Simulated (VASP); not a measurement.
Input of a VASP 6.6.1 run:

Contents of INCAR:

```
SYSTEM = SnO2
ALGO = Normal
EDIFF = 1E-6
ENCUT = 520
ISIF = 2
ISMEAR = 0
LASPH = .TRUE.
LCHARG = .FALSE.
LREAL = .FALSE.
LWAVE = .FALSE.
NBANDS = 35
NELM = 60
PREC = Accurate
SIGMA = 0.05
```

File KPOINTS:

```
k-points
0
G
  6 6 8
  0 0 0
```

The input POSCAR:

```
SnO2
1.0
    4.7920905482      0.0000000000      0.0000000000
    0.0000000000      4.7951101770      0.0000000000
    0.0000000000      0.0000000000      3.1900193999
Sn O
2 4
Direct
    0.5000000000      0.5000000000      0.5000000000
    0.0000000000      0.0000000000      0.0000000000
    0.3055669685      0.3065721192      0.0000000000
    0.8055669685      0.1934278808      0.5000000000
    0.1944330315      0.8065721192      0.5000000000
    0.6944330315      0.6934278808      0.0000000000
```

Potentials or basis: VASP PAW LDA potentials, release 64 (Sn_d, O).

Run with:

```sh
$ cat potpaw_LDA.64/Sn_d/POTCAR potpaw_LDA.64/O/POTCAR > POTCAR
$ mpirun -np 1 vasp_std > vasp.out
```

Question: Predict the largest force.

Answer: 0.038 eV/Å.

Question: What does it give for the pressure?

Answer: -4.5 GPa.

Question: Estimate the band gap on the k mesh.

Answer: 0.90 eV, direct.

Stress tensor (GPa, compression positive):
```
-5.13  0.00  0.00
 0.00 -5.14  0.00
 0.00  0.00 -3.11
```

Caveat: the cell differs from its parent crystal (strain +0.015 along x and y, +0.000 along z); spin-orbit coupling is left out, which moves the levels of the heavy elements.
